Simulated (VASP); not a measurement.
Write the native input for VASP 6.6.1 that does the following.

| Property | Result |
| --- | --- |
| Task | single point |
| Functional | PBE |
| Potentials or basis | VASP PAW PBE potentials, release 64 (Cu, O) |
| Cutoff | 600 eV |
| k mesh | 8 × 8 × 8 |
| Occupations | gaussian, width 0.02 eV |
| Spin | no spin polarisation |
| Dipole correction | no |
| Further INCAR settings | ALGO = Normal; EDIFF = 1e-06; NBANDS = 37 |

The structure of Cu2O lies in POSCAR:

```
Cu2O
1.0
    4.2982410474      0.0000000000      0.0000000000
    0.0000000000      4.2982410474      0.0000000000
    0.0000000000      0.0000000000      4.2552586369
Cu O
4 2
Direct
    0.2500000000      0.2500000000      0.2500000000
    0.2500000000      0.7500000000      0.7500000000
    0.7500000000      0.7500000000      0.2500000000
    0.7500000000      0.2500000000      0.7500000000
    0.0000000000      0.0000000000      0.0000000000
    0.5000000000      0.5000000000      0.5000000000
```

This cell differs from its parent crystal: strain along c alone, the other axes held: -1.0 %.

The input as run:

INCAR

```
PREC = Accurate ; ENCUT = 600
EDIFF = 1E-6 ; ISMEAR = 0
SIGMA = 0.02 ; LREAL = F
LASPH = T ; NELM = 120
ALGO = Normal ; ISIF = 2
LWAVE = F ; LCHARG = T
GGA = PE ; LELF = T
LVHAR = T ; NBANDS = 37
GGA_COMPAT = F
```

KPOINTS

```
regular mesh
0
Gamma
  8 8 8
```

Potentials or basis: VASP PAW PBE potentials, release 64 (Cu, O).

The run is started by

```sh
$ cat potpaw_PBE.64/Cu/POTCAR potpaw_PBE.64/O/POTCAR > POTCAR
$ mpirun -np 1 vasp_std > vasp.out
```

It gave:

The pressure is 1.8 GPa. The band gap on the k mesh is 0.49 eV.

Caveat: the cell differs from its parent crystal (strain along c alone, the other axes held: -1.0 %); semilocal functionals underestimate gaps, and a narrow one can read as zero.

Wall time 2.2 min on 1 thread of Intel(R) Xeon(R) Platinum 8488C (Sapphire Rapids), on a shared host, peak memory 0.33 GiB.
